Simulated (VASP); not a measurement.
Input of a VASP 6.6.1 run:

Contents of INCAR:

```
SYSTEM = Si
PREC = Accurate
ENCUT = 520
EDIFF = 1E-7
ISMEAR = 0
SIGMA = 0.1
LREAL = .False.
LASPH = .True.
NELM = 80
ALGO = Normal
ISIF = 2
LWAVE = .False.
LCHARG = .False.
LDIPOL = .True.
IDIPOL = 3
DIPOL = 0.5 0.5 0.373
GGA = PE
IVDW = 12
NBANDS = 16
```

File KPOINTS:

```
regular mesh
0
Gamma
  9 9 1
  0 0 0
```

Contents of POSCAR:

```
Si
1.0
    3.8475254748      0.0000000000      0.0000000000
   -1.9237627374      3.3320548028      0.0000000000
    0.0000000000      0.0000000000     18.4415958287
Si
4
Direct
    0.3333333333      0.6666666667      0.2695427207
    0.6666666667      0.3333333333      0.2440135898
    0.0000000000      1.0000000000      0.5011277719
    0.3333333333      0.6666666667      0.4755986410
```

Potentials or basis: VASP PAW PBE potentials, release 64 (Si).

Launch:

```bash
$ cat potpaw_PBE.64/Si/POTCAR > POTCAR
$ mpirun -np 1 vasp_std > vasp.out
```

Question: What does it give for the band gap on the k mesh?

Answer: Zero (filled and empty bands touch).

Question: Predict the dispersion energy per atom.

Answer: -0.248 eV.

Forces on the atoms (eV/Å):
```
Si   0.000  0.000  0.312
Si   0.000  0.000  0.015
Si   0.000  0.000 -0.015
Si   0.000  0.000 -0.312
```
